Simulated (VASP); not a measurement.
Hg: single point with PBE+D3(BJ)

Hg:

```
CELL_PARAMETERS angstrom
3.19215 0.00000 0.00000
-1.59607 2.76448 0.00000
0.00000 0.00000 10.18662
ATOMIC_POSITIONS crystal
Hg 0.00000 0.00000 0.00000
Hg 0.33333 0.66667 0.25000
Hg 0.00000 0.00000 0.50000
Hg 0.66667 0.33333 0.75000
```

- Program: VASP 6.6.1
- Task: single point
- Functional: PBE
- Dispersion: D3(BJ)
- Potentials or basis: VASP PAW PBE potentials, release 64 (Hg_sv_GW)
- Cutoff: 550 eV
- k mesh: 12 × 12 × 4
- Occupations: gaussian, width 0.1 eV
- Spin: no spin polarisation
- Dipole correction: no
- Further INCAR settings: ALGO = Normal; EDIFF = 1e-06; NBANDS = 48

```
Pressure                   : 3.7 GPa
Band gap on the k mesh     : zero (bands 40 and 41 overlap by 1.47 eV)
Dispersion energy per atom : -0.466 eV
```

Levels at points of the mesh, in eV from the Fermi level:
```
           k point  band 37  band 38  band 39  band 40  band 41  band 42  band 43  band 44
(0.00, 0.00, 0.00)    -6.07    -5.76    -5.76    -1.56    -1.09     7.38     7.39    12.43
(0.50, 0.00, 0.00)    -2.36    -2.35    -1.21    -0.88    -0.77    -0.27     3.20     3.23
(0.00, 0.00, 0.50)    -5.89    -5.89    -4.56    -4.56     2.73     2.73    12.07    12.08
(0.50, 0.00, 0.50)    -2.08    -2.08    -1.95    -1.95     1.01     1.01     1.67     1.67
```

Wall time 4.4 min on 1 thread of Intel(R) Xeon(R) Platinum 8375C CPU @ 2.90GHz (Ice Lake) (shared host), peak memory 0.36 GiB.

Caveat: the cell stands under pressure; spin-orbit coupling is left out, which moves the levels of the heavy elements.
